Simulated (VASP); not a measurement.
# SiC (wurtzite type) (P6_3mc) in VASP: a series of runs

The runs below take SiC (wurtzite type) through single point, relaxation of shape and atoms at fixed volume, with PBE.

Program: VASP 6.6.1. These are calculated values, not measurements. Logs are shortened: lines on timing, memory, paths and dates and some standing lists are left out, and cuts for length are marked.

### Step 1. The cell of the first run

The structure is hexagonal, space group P6_3mc (No. 186). Conventional cell: a = 3.029 Å, b = 3.029 Å, c = 4.969 Å, α = 90.00°, β = 90.00°, γ = 120.00°. Within 2.5 Å of Si (site symmetry 3m) lie 4 C at 1.85 to 1.87 Å. C (site symmetry 3m) has 4 Si at 1.85 to 1.87 Å within 2.5 Å.

### Step 2. Single point, PBE (9.87 Å³/atom)

The input, INCAR:

```
  ALGO = Normal
  EDIFF = 1E-7
  ENCUT = 520
  GGA = PE
  ISIF = 2
  ISMEAR = -1
  LASPH = T
  LCHARG = F
  LREAL = F
  LWAVE = F
  NBANDS = 16
  NELM = 100
  PREC = Accurate
  SIGMA = 0.1
```

The input, KPOINTS:

```
k-points
0
Gamma
  13 13 7
```

The input, POSCAR:

```
SiC
1.0
    3.0293613724      0.0000000000      0.0000000000
   -1.5146806862      2.6235039058      0.0000000000
    0.0000000000      0.0000000000      4.9688557664
Si C
2 2
Direct
    0.3333333333      0.6666666667      0.0001023383
    0.6666666667      0.3333333333      0.5001023383
    0.3333333333      0.6666666667      0.3758976617
    0.6666666667      0.3333333333      0.8758976617
```

Potentials or basis: VASP PAW PBE potentials, release 64 (Si, C).

Run with:

```console
cat potpaw_PBE.64/Si/POTCAR potpaw_PBE.64/C/POTCAR > POTCAR
mpirun -np 1 vasp_std > vasp.out
```

OUTCAR:

```text
EDIFF = 1E-7
   ENCUT = 520
   GGA = PE
   ISIF = 2
   ISMEAR = -1
   LASPH = T
   LREAL = F
   NELM = 100
   PREC = Accurate

 ion  position               nearest neighbor table
   1  0.333  0.667  0.000-   4 1.85   4 1.85   4 1.85   3 1.87   2 3.04   2 3.04   2 3.04   2 3.04
                             2 3.04   2 3.04
   2  0.667  0.333  0.500-   3 1.85   3 1.85   3 1.85   4 1.87   1 3.04   1 3.04   1 3.04   1 3.04
                             1 3.04   1 3.04
   3  0.333  0.667  0.376-   2 1.85   2 1.85   2 1.85   1 1.87
   4  0.667  0.333  0.876-   1 1.85   1 1.85   1 1.85   2 1.87

  LATTYP: Found a hexagonal cell.
 ALAT       =     3.0293613724
 C/A-ratio  =     1.6402321003

  Lattice vectors:

 A1 = (   3.0293613724,   0.0000000000,   0.0000000000)
 A2 = (  -1.5146806862,   2.6235039058,   0.0000000000)
 A3 = (   0.0000000000,   0.0000000000,   4.9688557664)

Analysis of symmetry for initial positions (statically):
=====================================================================
 Subroutine PRICEL returns:
 Original cell was already a primitive cell.

 Routine SETGRP: Setting up the symmetry group for a
 hexagonal supercell.

 Subroutine GETGRP returns: Found 12 space group operations
 (whereof  6 operations were pure point group operations)
 out of a pool of 24 trial point group operations.

The static configuration has the point symmetry C_3v.
 The point group associated with its full space group is C_6v.

Analysis of symmetry for dynamics (positions and initial velocities):
=====================================================================
 Subroutine PRICEL returns:
 Original cell was already a primitive cell.

 Routine SETGRP: Setting up the symmetry group for a
 hexagonal supercell.

 Subroutine GETGRP returns: Found 12 space group operations
 (whereof  6 operations were pure point group operations)
 out of a pool of 24 trial point group operations.

The dynamic configuration has the point symmetry C_3v.
 The point group associated with its full space group is C_6v.

 Subroutine INISYM returns: Found 12 space group operations
 (whereof  6 operations are pure point group operations),
 and found     1 'primitive' translations

----------------------------------------------------------------------------------------

                                     Primitive cell

  volume of cell :      39.4902

  direct lattice vectors                    reciprocal lattice vectors
     3.029361372  0.000000000  0.000000000     0.330102578  0.190584813  0.000000000
    -1.514680686  2.623503906  0.000000000     0.000000000  0.381169625  0.000000000
     0.000000000  0.000000000  4.968855766     0.000000000  0.000000000  0.201253578

  length of vectors
     3.029361372  3.029361372  4.968855766     0.381169625  0.381169625  0.201253578

  position of ions in fractional coordinates (direct lattice)
     0.333333333  0.666666667  0.000102338
     0.666666667  0.333333333  0.500102338
     0.333333333  0.666666667  0.375897662
     0.666666667  0.333333333  0.875897662

  ion indices of the primitive-cell ions
   primitive index   ion index
                 1           1
                 2           2
                 3           3
                 4           4

----------------------------------------------------------------------------------------

 KPOINTS: k-points

Automatic generation of k-mesh.
 Grid dimensions read from file:
 generate k-points for:   13   13    7

 Generating k-lattice:

  Cartesian coordinates                     Fractional coordinates (reciprocal lattice)
     0.025392506  0.014660370  0.000000000     0.076923077  0.000000000  0.000000000
     0.000000000  0.029320740  0.000000000     0.000000000  0.076923077  0.000000000
     0.000000000  0.000000000  0.028750511     0.000000000  0.000000000  0.142857143

  Length of vectors
     0.029320740  0.029320740  0.028750511

  Shift w.r.t. Gamma in fractional coordinates (k-lattice)
     0.000000000  0.000000000  0.000000000

 Subroutine IBZKPT returns following result:
 ===========================================

 Found     84 irreducible k-points:

 Following reciprocal coordinates:
            Coordinates               Weight
  0.000000  0.000000  0.000000      1.000000
  0.076923  0.000000  0.000000      6.000000
  0.153846  0.000000  0.000000      6.000000
  0.230769  0.000000  0.000000      6.000000
  0.307692  0.000000  0.000000      6.000000
  0.384615  0.000000  0.000000      6.000000
[... 16 lines left out ...]
  0.076923  0.000000  0.142857     12.000000
  0.153846  0.000000  0.142857     12.000000
 [... further k-points ...]
   k-points           NKPTS =     84   k-points in BZ     NKDIM =     84   number of bands    NBANDS=     16
   number of dos      NEDOS =    301   number of ions     NIONS =      4
   total plane-waves  NPLWV =  23040
   dimension x,y,z NGX =    24 NGY =   24 NGZ =   40
   dimension x,y,z NGXF=    48 NGYF=   48 NGZF=   80
   ions per type =               2   2
   NGX,Y,Z   is equivalent  to a cutoff of  13.17, 13.17, 13.38 a.u.
   NGXF,Y,Z  is equivalent  to a cutoff of  26.34, 26.34, 26.77 a.u.
 SYSTEM =  unknown system
   PREC   = accura    normal or accurate (medium, high low for compatibility)
   ISTART =      0    job   : 0-new  1-cont  2-samecut
   ICHARG =      2    charge: 1-file 2-atom 10-const
   ISPIN  =      1    spin polarized calculation?
   LNONCOLLINEAR =      F non collinear calculations
   LSORBIT =      F    spin-orbit coupling
   LASPH  =      T    aspherical Exc in radial PAW
   ENCUT  =  520.0 eV  38.22 Ry    6.18 a.u.   5.63  5.63  9.24*2*pi/ulx,y,z
   NELM   =    100;   NELMIN=  2; NELMDL= -5     # of ELM steps
   EDIFF  = 0.1E-06   stopping-criterion for ELM
   LREAL  =      F    real-space projection
   EDIFFG = 0.1E-05   stopping-criterion for IOM
   NSW    =      0    number of steps for IOM
   IBRION =     -1    ionic relax: 0-MD 1-quasi-New 2-CG
   NFREE  =      0    steps in history (QN), initial steepest desc. (CG)
   ISIF   =      2    stress and relaxation
   ISYM   =      2    0-nonsym 1-usesym 2-fastsym
   POTIM  = 0.5000    time-step for ionic-motion
   TEBEG  =    0.0;   TEEND  =   0.0 temperature during run
   PSTRESS=    0.0 pullay stress
   NELECT =      16.0000    total number of electrons
   NUPDOWN=      -1.0000    fix difference up-down
   EMIN   =  10.00;   EMAX   =-10.00  energy-range for DOS
   EFERMI =   0.00;   METHOD = LEGACY
   ISMEAR =    -1;   SIGMA  =   0.10  broadening in eV -4-tet -1-fermi 0-gaus
   EFERMI_NEDOS =   21; number of points for ismear=-14 and -15
   IALGO  =     38    algorithm
   IMIX   =      4    mixing-type and parameters
     AMIX     =   0.40;   BMIX     =  1.00
     AMIX_MAG =   1.60;   BMIX_MAG =  1.00
  volume/ion in A,a.u.               =       9.87        66.62
  Fermi-wavevector in a.u.,A,eV,Ry     =   1.211393  2.289201 19.966186  1.467473
  Thomas-Fermi vector in A             =   2.346910
   LORBIT       =      0    0 simple, 1 ext, 2 COOP (PROOUT), +10 PAW based schemes
   GGA     = PE    functional components
   LHFCALC =     F    Hartree Fock is set to
   AEXX    =    0.0000 exact exchange contribution
   IVDW    =     0    specifies the selected vdW correction
   LEPSILON=     F    determine dielectric tensor
   LRPA    =     F    only Hartree local field effects (RPA)
 non-spin polarized calculation
  energy-cutoff  :      520.00
  volume of cell :       39.49
 maximum number of plane-waves:      1099
 NGX is ok and might be reduce to    24
   NGX = 11   NGY = 11   NGZ = 19

 number of electron      15.9999999 magnetization

 Free energy of the ion-electron system (eV)
  ---------------------------------------------------
  ext. energy  EPLUGINS =         0.00000000
  ---------------------------------------------------
  free energy    TOTEN  =       -29.99899977 eV

  energy without entropy =      -29.99899930  energy(sigma->0) =      -29.99899954

 E-fermi :   9.9804     XC(G=0): -11.5537

 val. band max:        8.7941305765   @ k =   0.0000   0.0000   0.0000
 cond. band min:      11.0840042870   @ k =   0.3077   0.3077   0.0000
 fundamental gap:      2.2898737106
 Fermi energy:         9.9803810791

 k-point     1 :       0.0000    0.0000    0.0000
  band No.  band energies     occupation
      1      -7.1500      2.00000
      2      -3.4024      2.00000
      3      -0.1731      2.00000
      4       7.4533      2.00000
      5       7.4533      2.00000
      6       8.6828      2.00000
[... 8 lines left out ...]
     15      18.0806      0.00000
     16      20.4752      0.00000

 k-point     2 :       0.0769    0.0000    0.0000
  band No.  band energies     occupation
      1      -7.0435      2.00000
      2      -3.3116      2.00000
      3      -0.0733      2.00000
      4       6.8523      2.00000
      5       7.2631      2.00000
      6       8.3993      2.00000
[... 8 lines left out ...]
     15      18.3420      0.00000
     16      19.4704      0.00000

 k-point     3 :       0.1538    0.0000    0.0000
  band No.  band energies     occupation
      1      -6.7261      2.00000
      2      -3.0457      2.00000
      3       0.2203      2.00000
      4       5.4881      2.00000
      5       6.8207      2.00000
      6       7.4198      2.00000
[... 8 lines left out ...]
     15      18.6246      0.00000
     16      18.8841      0.00000

 k-point     4 :       0.2308    0.0000    0.0000
  band No.  band energies     occupation
      1      -6.2057      2.00000
      2      -2.6303      2.00000
      3       0.6828      2.00000
      4       3.9204      2.00000
      5       6.1525      2.00000
      6       6.3200      2.00000
[... 8 lines left out ...]
     15      19.0419      0.00000
     16      19.5866      0.00000
[... 324 lines left out ...]
 k-point    22 :       0.0000    0.0000    0.1429
  band No.  band energies     occupation
      1      -7.0464      2.00000
      2      -3.8560      2.00000
      3       0.4470      2.00000
      4       7.5105      2.00000
      5       7.5105      2.00000
      6       8.1271      2.00000
[... 8 lines left out ...]
     15      17.8260      0.00000
     16      20.2671      0.00000

 k-point    23 :       0.0769    0.0000    0.1429
  band No.  band energies     occupation
      1      -6.9401      2.00000
      2      -3.7612      2.00000
      3       0.5401      2.00000
      4       6.9192      2.00000
      5       7.3242      2.00000
      6       7.9632      2.00000
[... 8 lines left out ...]
     15      18.1061      0.00000
     16      19.8939      0.00000

 k-point    24 :       0.1538    0.0000    0.1429
  band No.  band energies     occupation
      1      -6.6234      2.00000
      2      -3.4826      2.00000
      3       0.8097      2.00000
      4       5.5751      2.00000
      5       6.8885      2.00000
      6       7.1252      2.00000
[... 8 lines left out ...]
     15      18.7753      0.00000
     16      19.2310      0.00000

 [... further k-points ...]

------------------------ aborting loop because EDIFF is reached ----------------------------------------

  FORCE on cell =-STRESS in cart. coord.  units (eV):
  Direction    XX          YY          ZZ          XY          YZ          ZX
  --------------------------------------------------------------------------------------
  -------------------------------------------------------------------------------------
  Total        3.6529252      3.6529252      3.6569443      0.0000000     -0.0000000      0.0000000
  in kB      148.2047683    148.2047684    148.3678291      0.0000000     -0.0000000      0.0000000
  external PRESSURE =     148.2591219 kB  Pullay stress =       0.0000000 kB

 VOLUME and BASIS-vectors are now :
 -----------------------------------------------------------------------------
  energy-cutoff  :      520.00
  volume of cell :       39.49
      direct lattice vectors                 reciprocal lattice vectors
     3.029361372  0.000000000  0.000000000     0.330102578  0.190584813  0.000000000
    -1.514680686  2.623503906  0.000000000     0.000000000  0.381169625  0.000000000
     0.000000000  0.000000000  4.968855766     0.000000000  0.000000000  0.201253578

 POSITION                                       TOTAL-FORCE (eV/Angst)
 -----------------------------------------------------------------------------------
     -0.00000      1.74900      0.00051         0.000000     -0.000000      0.000095
      1.51468      0.87450      2.48494        -0.000000      0.000000      0.000095
     -0.00000      1.74900      1.86778         0.000000     -0.000000     -0.000095
      1.51468      0.87450      4.35221        -0.000000      0.000000     -0.000095
 -----------------------------------------------------------------------------------
    total drift:                               -0.000000      0.000000     -0.000136

  FREE ENERGIE OF THE ION-ELECTRON SYSTEM (eV)
  ---------------------------------------------------
  free  energy   TOTEN  =       -29.9989997734 eV

  energy  without entropy=      -29.9989993000  energy(sigma->0) =      -29.99899954
```

It took 61 s on 1 thread of Intel Xeon 8259CL, shared host; peak memory 0.18 GiB.

What came out:

```
Free energy            : -29.9990 eV
Pressure               : 14.8 GPa
Band gap on the k mesh : 2.29 eV (least direct gap 4.08 eV)
```

Caveat: the cell stands under pressure. A k mesh can miss the band edges.

[end of part 1 of 2]
